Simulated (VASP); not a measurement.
# H12C11O16 in VASP: a series of runs

Runs on H12C11O16. Level: LDA. Tasks: single point.

Program: VASP 6.6.1. These are calculated values, not measurements. Logs are shortened: lines on timing, memory, paths and dates and some standing lists are left out, and cuts for length are marked.

## 1. The cell of the first run

The cell holds a disordered packing, 39 atoms: a = 8.862 Å, b = 8.862 Å, c = 8.862 Å, α = 90.00°, β = 90.00°, γ = 90.00°.

## 2. Single point, LDA

INCAR

```
SYSTEM = H12C11O16
PREC = Accurate
ENCUT = 520
EDIFF = 1E-7
ISMEAR = -1
SIGMA = 0.05
LREAL = Auto
LASPH = .TRUE.
NELM = 100
ALGO = Normal
ISIF = 2
LWAVE = .FALSE.
LCHARG = .FALSE.
NBANDS = 101
```

KPOINTS

```
Automatic mesh
0
G
  1 1 1
  0 0 0
```

POSCAR

```
H12C11O16
1.0
    8.8620950000      0.0000000000      0.0000000000
    0.0000000000      8.8620950000      0.0000000000
    0.0000000000      0.0000000000      8.8620950000
C O H
11 16 12
Direct
    0.0219474063      0.5202607284      0.2732311039
    0.0835694043      0.8555651908      0.7736658206
    0.5421404307      0.0198711478      0.3814899299
    0.4211193854      0.5657014510      0.7413371218
    0.4642807372      0.1646676096      0.8966277161
    0.2314464018      0.9028226396      0.1476174652
    0.6554093586      0.6338907448      0.1898873799
    0.7383807102      0.3083469541      0.4980650738
    0.8072696129      0.4093388753      0.9564217039
    0.8777608455      0.0865709519      0.0654021425
    0.0075264370      0.2539128727      0.6919244264
    0.0205481887      0.6338794608      0.2045340295
   -0.0035883163      0.4098015198      0.3380916138
    0.1846064616      0.7714428699      0.7900840603
   -0.0235384523      0.9290015510      0.7549230741
    0.5217615022     -0.0651426102      0.4799203800
    0.5338466807      0.1043996933      0.2746528896
    0.3282632380      0.4816694021      0.7187126746
    0.5131517999      0.6550595542      0.7523503190
    0.5308789852      0.2765373199      0.9386380986
    0.3981902699      0.0679297615      0.8345769257
    0.2782524900      0.9198727840      0.2732085359
    0.5965745120      0.5207797930      0.2409926772
    0.7169523685      0.1974476690      0.5747625138
    0.8873071209      0.4394446234      1.0640147730
    0.9072911089      0.1325307391      0.1860733833
    0.0021439626      0.3883731781      0.7191753192
    0.1517022781      0.8126408033      0.1220253225
    0.2629513676      0.9642979454      0.0545582055
    0.7290601150      0.6931543839      0.2619132383
    0.6279553537      0.6755287548      0.0779725336
    0.7141426491      0.4299999041      0.5439233048
    0.7934128443      0.2909244372      0.3720903466
    0.7278865776      0.4908997252      0.8898121720
    0.8242633373      0.3019263504      0.8993245954
    0.7598654720      0.0517823381      0.0462193195
    0.9756496630      0.0632920320     -0.0213155016
    0.0288419386      0.2189888508      0.5704858727
    0.0268221002      0.1602329923      0.7652817985
```

Potentials or basis: VASP PAW LDA potentials, release 64 (C, O, H).

On the command line:

```sh
$ cat potpaw_LDA.64/C/POTCAR potpaw_LDA.64/O/POTCAR potpaw_LDA.64/H/POTCAR > POTCAR
$ mpirun -np 1 vasp_gam > vasp.out
```

OUTCAR:

```text
SYSTEM = H12C11O16
   PREC = Accurate
   ENCUT = 520
   EDIFF = 1E-7
   ISMEAR = -1
   LREAL = Auto
   LASPH = .TRUE.
   NELM = 100
   ISIF = 2

 ion  position               nearest neighbor table
   1  0.022  0.520  0.273-  13 1.16  12 1.18
   2  0.084  0.856  0.774-  15 1.16  14 1.17
   3  0.542  0.020  0.381-  16 1.17  17 1.21
   4  0.421  0.566  0.741-  18 1.13  19 1.14
   5  0.464  0.165  0.897-  21 1.17  20 1.21
   6  0.231  0.903  0.148-  29 1.03  28 1.09  22 1.20
   7  0.655  0.634  0.190-  30 1.05  31 1.09  23 1.22
   8  0.738  0.308  0.498-  32 1.17  24 1.21  33 1.23
   9  0.807  0.409  0.956-  35 1.09  34 1.17  25 1.22
  10  0.878  0.087  0.065-  36 1.10  26 1.17  37 1.18
  11  0.008  0.254  0.692-  39 1.07  38 1.14  27 1.22
  12  0.021  0.634  0.205-   1 1.18
  13  0.996  0.410  0.338-   1 1.16
  14  0.185  0.771  0.790-   2 1.17
  15  0.976  0.929  0.755-   2 1.16
  16  0.522  0.935  0.480-   3 1.17
  17  0.534  0.104  0.275-   3 1.21
[... 20 lines left out ...]
  38  0.029  0.219  0.570-  11 1.14
  39  0.027  0.160  0.765-  11 1.07

  LATTYP: Found a simple cubic cell.
 ALAT       =     8.8620950000

  Lattice vectors:

 A1 = (   8.8620950000,   0.0000000000,   0.0000000000)
 A2 = (   0.0000000000,   8.8620950000,   0.0000000000)
 A3 = (   0.0000000000,   0.0000000000,   8.8620950000)

Analysis of symmetry for initial positions (statically):
=====================================================================
 Subroutine PRICEL returns:
 Original cell was already a primitive cell.

 Routine SETGRP: Setting up the symmetry group for a
 simple cubic supercell.

 Subroutine GETGRP returns: Found  1 space group operations
 (whereof  1 operations were pure point group operations)
 out of a pool of 48 trial point group operations.

The static configuration has the point symmetry C_1 .

Analysis of symmetry for dynamics (positions and initial velocities):
=====================================================================
 Subroutine PRICEL returns:
 Original cell was already a primitive cell.

 Routine SETGRP: Setting up the symmetry group for a
 simple cubic supercell.

 Subroutine GETGRP returns: Found  1 space group operations
 (whereof  1 operations were pure point group operations)
 out of a pool of 48 trial point group operations.

The dynamic configuration has the point symmetry C_1 .

 Subroutine INISYM returns: Found  1 space group operations
 (whereof  1 operations are pure point group operations),
 and found     1 'primitive' translations

----------------------------------------------------------------------------------------

                                     Primitive cell

  volume of cell :     695.9999

  direct lattice vectors                    reciprocal lattice vectors
     8.862095000  0.000000000  0.000000000     0.112840135  0.000000000  0.000000000
     0.000000000  8.862095000  0.000000000     0.000000000  0.112840135  0.000000000
     0.000000000  0.000000000  8.862095000     0.000000000  0.000000000  0.112840135

  length of vectors
     8.862095000  8.862095000  8.862095000     0.112840135  0.112840135  0.112840135

  position of ions in fractional coordinates (direct lattice)
     0.021947406  0.520260728  0.273231104
     0.083569404  0.855565191  0.773665821
     0.542140431  0.019871148  0.381489930
     0.421119385  0.565701451  0.741337122
     0.464280737  0.164667610  0.896627716
     0.231446402  0.902822640  0.147617465
[... 31 lines left out ...]
     0.028841939  0.218988851  0.570485873
     0.026822100  0.160232992  0.765281798

  ion indices of the primitive-cell ions
   primitive index   ion index
                 1           1
                 2           2
                 3           3
                 4           4
                 5           5
                 6           6
[... 31 lines left out ...]
                38          38
                39          39

----------------------------------------------------------------------------------------

 KPOINTS: Automatic mesh

Automatic generation of k-mesh.
 Grid dimensions read from file:
 generate k-points for:    1    1    1

 Generating k-lattice:

  Cartesian coordinates                     Fractional coordinates (reciprocal lattice)
     0.112840135  0.000000000  0.000000000     1.000000000  0.000000000  0.000000000
     0.000000000  0.112840135  0.000000000     0.000000000  1.000000000  0.000000000
     0.000000000  0.000000000  0.112840135     0.000000000  0.000000000  1.000000000

  Length of vectors
     0.112840135  0.112840135  0.112840135

  Shift w.r.t. Gamma in fractional coordinates (k-lattice)
     0.000000000  0.000000000  0.000000000

 Subroutine IBZKPT returns following result:
 ===========================================

 Found      1 irreducible k-points:

 Following reciprocal coordinates:
            Coordinates               Weight
  0.000000  0.000000  0.000000      1.000000
   k-points           NKPTS =      1   k-points in BZ     NKDIM =      1   number of bands    NBANDS=    101
   number of dos      NEDOS =    301   number of ions     NIONS =     39
   total plane-waves  NPLWV = 343000
   dimension x,y,z NGX =    70 NGY =   70 NGZ =   70
   dimension x,y,z NGXF=   140 NGYF=  140 NGZF=  140
   ions per type =              11  16  12
   NGX,Y,Z   is equivalent  to a cutoff of  13.13, 13.13, 13.13 a.u.
   NGXF,Y,Z  is equivalent  to a cutoff of  26.26, 26.26, 26.26 a.u.
 SYSTEM =  H12C11O16
   PREC   = accura    normal or accurate (medium, high low for compatibility)
   ISTART =      0    job   : 0-new  1-cont  2-samecut
   ICHARG =      2    charge: 1-file 2-atom 10-const
   ISPIN  =      1    spin polarized calculation?
   LNONCOLLINEAR =      F non collinear calculations
   LSORBIT =      F    spin-orbit coupling
   LASPH  =      T    aspherical Exc in radial PAW
   ENCUT  =  520.0 eV  38.22 Ry    6.18 a.u.  16.48 16.48 16.48*2*pi/ulx,y,z
   NELM   =    100;   NELMIN=  2; NELMDL= -5     # of ELM steps
   EDIFF  = 0.1E-06   stopping-criterion for ELM
   LREAL  =      T    real-space projection
   EDIFFG = 0.1E-05   stopping-criterion for IOM
   NSW    =      0    number of steps for IOM
   IBRION =     -1    ionic relax: 0-MD 1-quasi-New 2-CG
   NFREE  =      0    steps in history (QN), initial steepest desc. (CG)
   ISIF   =      2    stress and relaxation
   ISYM   =      2    0-nonsym 1-usesym 2-fastsym
   POTIM  = 0.5000    time-step for ionic-motion
   TEBEG  =    0.0;   TEEND  =   0.0 temperature during run
   PSTRESS=    0.0 pullay stress
   NELECT =     152.0000    total number of electrons
   NUPDOWN=      -1.0000    fix difference up-down
   EMIN   =  10.00;   EMAX   =-10.00  energy-range for DOS
   EFERMI =   0.00;   METHOD = LEGACY
   ISMEAR =    -1;   SIGMA  =   0.05  broadening in eV -4-tet -1-fermi 0-gaus
   EFERMI_NEDOS =   21; number of points for ismear=-14 and -15
   IALGO  =     38    algorithm
   IMIX   =      4    mixing-type and parameters
     AMIX     =   0.40;   BMIX     =  1.00
     AMIX_MAG =   1.60;   BMIX_MAG =  1.00
  volume/ion in A,a.u.               =      17.85       120.43
  Fermi-wavevector in a.u.,A,eV,Ry     =   0.985870  1.863024 13.224040  0.971940
  Thomas-Fermi vector in A             =   2.117209
   LORBIT       =      0    0 simple, 1 ext, 2 COOP (PROOUT), +10 PAW based schemes
   GGA     = CA    functional components
   LHFCALC =     F    Hartree Fock is set to
   AEXX    =    0.0000 exact exchange contribution
   IVDW    =     0    specifies the selected vdW correction
   LEPSILON=     F    determine dielectric tensor
   LRPA    =     F    only Hartree local field effects (RPA)
 non-spin polarized calculation
  energy-cutoff  :      520.00
  volume of cell :      696.00
 maximum number of plane-waves:      9403
 NGX is ok and might be reduce to    70
   NGX = 33   NGY = 33   NGZ = 33

 number of electron     151.9999996 magnetization

 Free energy of the ion-electron system (eV)
  ---------------------------------------------------
  ext. energy  EPLUGINS =         0.00000000
  ---------------------------------------------------
  free energy    TOTEN  =      -262.37821851 eV

  energy without entropy =     -262.37821851  energy(sigma->0) =     -262.37821851

 E-fermi :  -1.6841     XC(G=0):  -6.4015

 val. band max:       -2.9525489957   @ k =   0.0000   0.0000   0.0000
 cond. band min:      -0.2252753984   @ k =   0.0000   0.0000   0.0000
 fundamental gap:      2.7272735973
 Fermi energy:        -1.6841202690

 k-point     1 :       0.0000    0.0000    0.0000
  band No.  band energies     occupation
      1     -26.5452      2.00000
      2     -26.3645      2.00000
      3     -26.1329      2.00000
      4     -25.7935      2.00000
      5     -25.5095      2.00000
      6     -25.3881      2.00000
[... 80 lines left out ...]
     87       1.8097      0.00000
     88       1.8920      0.00000
 [bands above 88 left out]

------------------------ aborting loop because EDIFF is reached ----------------------------------------

  FORCE on cell =-STRESS in cart. coord.  units (eV):
  Direction    XX          YY          ZZ          XY          YZ          ZX
  --------------------------------------------------------------------------------------
  -------------------------------------------------------------------------------------
  Total        2.8729639      2.4734588      1.3780945      8.3917028      1.5580024      3.1317847
  in kB        6.6135029      5.6938505      3.1723449     19.3175245      3.5864890      7.2093030
  external PRESSURE =       5.1598994 kB  Pullay stress =       0.0000000 kB

 VOLUME and BASIS-vectors are now :
 -----------------------------------------------------------------------------
  energy-cutoff  :      520.00
  volume of cell :      696.00
      direct lattice vectors                 reciprocal lattice vectors
     8.862095000  0.000000000  0.000000000     0.112840135  0.000000000  0.000000000
     0.000000000  8.862095000  0.000000000     0.000000000  0.112840135  0.000000000
     0.000000000  0.000000000  8.862095000     0.000000000  0.000000000  0.112840135

 POSITION                                       TOTAL-FORCE (eV/Angst)
 -----------------------------------------------------------------------------------
      0.19450      4.61060      2.42140        -1.252013      1.415233     -0.953009
      0.74060      7.58210      6.85630         0.810776     -1.657119     -0.114820
      4.80450      0.17610      3.38080        -1.719979      1.840643     -2.548878
      3.73200      5.01330      6.56980         0.792594      1.075989     -0.253528
      4.11450      1.45930      7.94600         1.419926      3.149122     -0.396199
      2.05110      8.00090      1.30820        -1.111601     -1.854074      1.520055
[... 31 lines left out ...]
      0.25560      1.94070      5.05570        -0.510012      0.005024      0.201061
      0.23770      1.42000      6.78200        -0.426277     -0.732727      1.730872
 -----------------------------------------------------------------------------------
    total drift:                                0.001361      0.015689      0.005506

  FREE ENERGIE OF THE ION-ELECTRON SYSTEM (eV)
  ---------------------------------------------------
  free  energy   TOTEN  =      -262.3782185144 eV

  energy  without entropy=     -262.3782185144  energy(sigma->0) =     -262.37821851
```

Run time: 3.1 min. Hardware: 1 thread of Intel Xeon 8259CL, shared host; peak memory 0.46 GiB.

Results:

- Free energy: -262.3782 eV
- Pressure: 0.5 GPa
- Largest force: 4.860 eV/Å
- Band gap on the k mesh: 2.73 eV

Forces in eV/Å, atoms in the order of the input:
```
C   -1.252  1.415 -0.953
C    0.811 -1.657 -0.115
C   -1.720  1.841 -2.549
C    0.793  1.076 -0.254
C    1.420  3.149 -0.396
C   -1.112 -1.854  1.520
C   -1.333 -1.929  0.530
C    0.792  0.287 -1.812
C    0.959  1.081 -0.269
C    0.698 -1.439 -2.146
C    1.581  1.690 -2.676
O    1.031 -0.099  0.781
O    0.854 -0.794  0.857
O   -0.288  0.765  0.089
O   -0.406  0.553 -0.050
O    0.786  0.031  0.100
O    1.142 -1.822  2.440
O   -3.413 -3.429 -0.463
O    2.666  2.243  0.786
O   -1.749 -3.277 -0.609
O    0.307  0.204  0.960
O    0.431  0.274  1.006
O   -0.054  0.067 -0.361
O   -0.274  0.049  0.284
O   -1.707 -0.026 -1.004
O    0.954  1.358  2.838
O   -0.623 -0.581  0.560
H   -0.677 -0.666 -0.053
H    1.269  2.245 -2.514
H    1.529  1.442  0.913
H   -0.071  0.365 -1.004
H    0.266 -1.044 -0.595
H   -1.179  0.625  2.012
H    0.554 -0.485  1.033
H   -0.330 -1.045 -0.308
H   -0.511 -0.150 -0.921
H   -1.206  0.264  0.411
H   -0.510  0.005  0.201
H   -0.426 -0.733  1.731
```

Stress tensor (GPa, compression positive):
```
0.66 1.93 0.72
1.93 0.57 0.36
0.72 0.36 0.32
```

Levels at points of the mesh, in eV from the valence-band top:
```
           k point  band 73  band 74  band 75  band 76  band 77  band 78  band 79  band 80
(0.00, 0.00, 0.00)    -0.21    -0.21    -0.17     0.00     2.73     3.02     3.11     3.17
```

Caveat: the k points lie up to 0.71 Å⁻¹ apart.

## 3. Single point, LDA

INCAR

```
PREC = Accurate ; ENCUT = 520
EDIFF = 1E-6 ; ISMEAR = -1
SIGMA = 0.05 ; LREAL = Auto
LASPH = True ; NELM = 80
ALGO = Normal ; ISIF = 2
LWAVE = False ; LCHARG = False
NBANDS = 101
```

KPOINTS

```
Automatic mesh
0
Gamma
  1 1 1
```

POSCAR

```
H12C11O16
1.0
    8.8620950000      0.0000000000      0.0000000000
    0.0000000000      8.8620950000      0.0000000000
    0.0000000000      0.0000000000      8.8620950000
C O H
11 16 12
Direct
    0.0274201529      0.5090557030      0.2804190206
    0.0827795234      0.8354796467      0.7729887797
    0.5532439000      0.0067704081      0.3822346748
    0.3944439774      0.5500618082      0.7721199107
    0.4947024377      0.1712461895      0.9286630306
    0.2476502452      0.9039961770      0.1424042509
    0.6385848944      0.6441366291      0.1951344462
    0.7353114585      0.2666976601      0.5199334920
    0.8300633202      0.3745389775      0.9327704115
    0.8683048421      0.0737748805      0.0820799145
    0.0346983416      0.2603673285      0.7147858379
    0.0484535542      0.6190409830      0.2031235278
    0.0164972278      0.3971747087      0.3452456784
    0.1835683323      0.7608923172      0.7690957951
   -0.0426197192      0.8940211090      0.7788903188
    0.4980199377     -0.0477539453      0.4904032286
    0.6002756685      0.0751063941      0.2774964611
    0.2986539864      0.4684332542      0.7565705400
    0.4951312303      0.6335747924      0.7789016028
    0.5564147078      0.2651066142      0.9995266356
    0.4258248191      0.0813577376      0.8526877674
    0.2760859594      0.8895977757      0.2754427706
    0.6284744183      0.5146525737      0.2231300838
    0.7132737801      0.1606956369      0.6015620460
    0.8819472145      0.3845704656      1.0581922220
    0.8862802757      0.0563410796      0.2183456621
    0.0235158842      0.3992396832      0.7066952002
    0.2319541824      0.7922280228      0.0699608840
    0.2479097775      1.0163623838      0.0775888771
    0.7314297579      0.7165912801      0.2411168014
    0.5640088489      0.7047092138      0.1263583837
    0.7276721814      0.3944326934      0.5553991466
    0.7722440348      0.2438136806      0.4019704144
    0.7739253529      0.4767044361      0.8824888472
    0.8278629376      0.2636171244      0.8724347911
    0.7740494770      0.1523003308      0.0615881459
    0.9224906752      0.0157186309     -0.0263143196
    0.0744406373      0.1931710278      0.6187250306
    0.0274652890      0.2217985702      0.8340352930
```

Potentials or basis: VASP PAW LDA potentials, release 64 (C, O, H).

On the command line:

```sh
$ cat potpaw_LDA.64/C/POTCAR potpaw_LDA.64/O/POTCAR potpaw_LDA.64/H/POTCAR > POTCAR
$ mpirun -np 1 vasp_gam > vasp.out
```

It took 3.5 min on 1 thread of Intel Xeon 8259CL, shared host; peak memory 0.48 GiB.

It converged, with:

- Free energy: -262.3777 eV
- Pressure: -0.3 GPa
- Largest force: 10.513 eV/Å
- Band gap on the k mesh: 2.48 eV

Forces on the atoms (eV/Å):
```
C    0.937  3.321 -3.211
C   -9.651  4.157  0.315
C   -0.694  0.742  0.586
C    3.249  2.699 -0.021
C   -1.619 -1.312 -1.743
C    0.421 -1.440 -0.452
C    1.955  1.732  0.972
C    0.563  1.434 -0.717
C   -0.538  0.785  0.151
C   -0.767  0.080  0.987
C    0.750  2.876  0.985
O   -0.634 -2.131  2.028
O   -0.333 -1.171  1.233
O    5.605 -3.097 -0.180
O    4.111 -1.049 -0.234
O    0.829  0.115 -1.191
O   -0.535 -1.021  0.761
O   -3.760 -3.497 -0.271
O    0.904  0.715  0.424
O   -0.412 -0.762 -0.521
O    1.804  2.106  2.131
O   -0.223  0.574 -0.742
O   -0.331 -2.749  0.568
O   -0.336 -0.273  1.026
O    0.515 -0.199  0.174
O    1.358 -0.852 -1.479
O   -0.597 -1.437 -0.541
H   -0.090  1.385  0.583
H   -0.166 -0.523  0.554
H    0.281  0.021  0.174
H   -1.885  1.044 -1.647
H   -0.049 -1.254 -0.109
H   -0.022  0.300 -0.265
H    0.072 -0.333 -0.354
H   -0.257  0.211 -0.241
H   -0.196  0.048 -0.845
H   -0.076  0.442  1.708
H   -0.194 -0.494 -0.334
H    0.009 -1.196 -0.260
```

Stress tensor (GPa, compression positive):
```
 1.19 -0.20  0.69
-0.20 -0.19 -0.82
 0.69 -0.82 -1.91
```

Levels at points of the mesh, in eV from the valence-band top:
```csv
k point,band 73,band 74,band 75,band 76,band 77,band 78,band 79,band 80
"(0.00, 0.00, 0.00)",-0.60,-0.44,-0.36,0.00,2.48,2.70,2.96,3.07
```

Caveat: the k points lie up to 0.71 Å⁻¹ apart.

(Part 1 of 2 ends here.)
